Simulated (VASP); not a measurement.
Set up this calculation in VASP 6.6.1, as the native input.

* Task: single point
* Functional: PBE
* Potentials or basis: VASP PAW PBE potentials, release 64 (N, P, Ga_d)
* Cutoff: 520 eV
* k mesh: 12 × 12 × 2
* Occupations: fermi-dirac, width 0.02 eV
* Spin: no spin polarisation
* Dipole correction: no
* Further INCAR settings: ALGO = Normal; EDIFF = 1e-06; NBANDS = 46

The structure of Ga4PN3 lies in POSCAR:

```
Ga4PN3
1.0
    3.3695471257      0.0000000000      0.0000000000
   -1.6847735628      2.9181134101      0.0000000000
    0.0000000000      0.0000000000     11.2044511000
N P Ga
3 1 4
Direct
    0.6666666667      0.3333333333     -0.0199958414
    0.6666666667      0.3333333333      0.5204077175
    0.3333333333      0.6666666667      0.7500791132
    0.3333333333      0.6666666667      0.2456546271
    0.6666666667      0.3333333333      0.8029883020
    0.6666666667      0.3333333333      0.3446742854
    0.3333333333      0.6666666667      0.5734874723
    0.3333333333      0.6666666667      0.0327043239
```

The input as run:

INCAR

```
SYSTEM = Ga4PN3
  PREC = Accurate
  ENCUT = 520
  EDIFF = 1E-6
  ISMEAR = -1
  SIGMA = 0.02
  LREAL = .FALSE.
  LASPH = .TRUE.
  NELM = 100
  ALGO = Normal
  ISIF = 2
  LWAVE = .FALSE.
  LCHARG = .FALSE.
  GGA = PE
  NBANDS = 46
```

KPOINTS

```
regular mesh
0
G
  12 12 2
  0 0 0
```

Potentials or basis: VASP PAW PBE potentials, release 64 (N, P, Ga_d).

Run with:

```sh
$ cat potpaw_PBE.64/N/POTCAR potpaw_PBE.64/P/POTCAR potpaw_PBE.64/Ga_d/POTCAR > POTCAR
$ mpirun -np 1 vasp_std > vasp.out
```

Results of the run:

| Item | Value |
| --- | --- |
| Pressure | 0.1 GPa |
| Largest force | 0.038 eV/Å |
| Band gap on the k mesh | zero (band 36 reaches 7.11 eV, above the bottom of band 37 at 6.83 eV) |

It took 9.7 min on 1 thread of AMD EPYC 7R13, on a shared host, peak memory 0.3 GiB.
